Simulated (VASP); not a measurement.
Write the native input for VASP 6.6.1 that does the following.

```
Task                   : relaxation of cell and atoms
Functional             : PBE
Potentials or basis    : VASP PAW PBE potentials, release 64 (Li_sv, Cl)
Cutoff                 : 600 eV
k mesh                 : 6 × 6 × 2
Occupations            : gaussian, width 0.1 eV
Spin                   : no spin polarisation
Dipole correction      : no
Further INCAR settings : ALGO = Normal; EDIFF = 1e-06; IBRION = 2; EDIFFG = -0.04; NSW = 90; ISIF = 3
```

The structure of Li5Cl3 lies in POSCAR:

```
Li5Cl3
1.0
    3.4837717800      0.0000000000      0.0000000000
    0.0000000000      3.4837717800      0.0000000000
    0.0000000000      0.0000000000     12.2097497800
Li Cl
5 3
Direct
    0.0000000000      0.0000000000      0.2500000000
    0.0000000000      0.0000000000      0.7500000000
    0.0000000000      0.0000000000      0.0000000000
    0.5000000000      0.5000000000      0.3750000000
    0.5000000000      0.5000000000      0.6250000000
    0.5000000000      0.5000000000      0.1250000000
    0.5000000000      0.5000000000      0.8750000000
    0.0000000000      0.0000000000      0.5000000000
```

One way to write it, as run:

INCAR

```
PREC     = Accurate       # precision mode
ENCUT    = 600            # plane-wave cutoff, eV
EDIFF    = 1E-6           # SCF threshold, eV
ISMEAR   = 0              # smearing method
SIGMA    = 0.1            # smearing width, eV
LREAL    = F              # projectors in reciprocal space
LASPH    = T              # aspherical terms in the spheres
NELM     = 100            # most SCF steps
ALGO     = Normal         # electronic algorithm
ISIF     = 3              # what is computed and relaxed
LWAVE    = F              # write WAVECAR
LCHARG   = F              # write CHGCAR
GGA      = PE             # functional
IBRION   = 2              # ionic algorithm
NSW      = 90             # ionic steps
EDIFFG   = -0.04          # ionic threshold
```

KPOINTS

```
regular mesh
0
Gamma
  6 6 2
```

Potentials or basis: VASP PAW PBE potentials, release 64 (Li_sv, Cl).

Launch:

```bash
$ cat potpaw_PBE.64/Li_sv/POTCAR potpaw_PBE.64/Cl/POTCAR > POTCAR
$ mpirun -np 1 vasp_std > vasp.out
```

Results of the run:

- Relaxed volume: 19.14 Å³/atom
- Relaxed cell: a = 3.228 Å, b = 3.228 Å, c = 14.692 Å, α = 90.00°, β = 90.00°, γ = 90.00°
- Space group after relaxing (to 0.05 Å): P4/mmm (No. 123)
- Energy gained by relaxing: 189.4 meV/atom
- Ionic steps: 16
- Pressure after relaxing: 0.0 GPa
- Largest force after relaxing: 0.019 eV/Å
- Band gap on the k mesh: zero (band 18 reaches 5.19 eV, above the bottom of band 19 at 2.06 eV)

Caveat: the cutoff is under 1.25 times the usual one of these potentials, so pressure, stress and relaxed cells hold a basis-set (Pulay) error.

It took 8.9 min on 1 thread of Intel(R) Xeon(R) 6975P-C (Granite Rapids), on a shared host, peak memory 0.28 GiB.
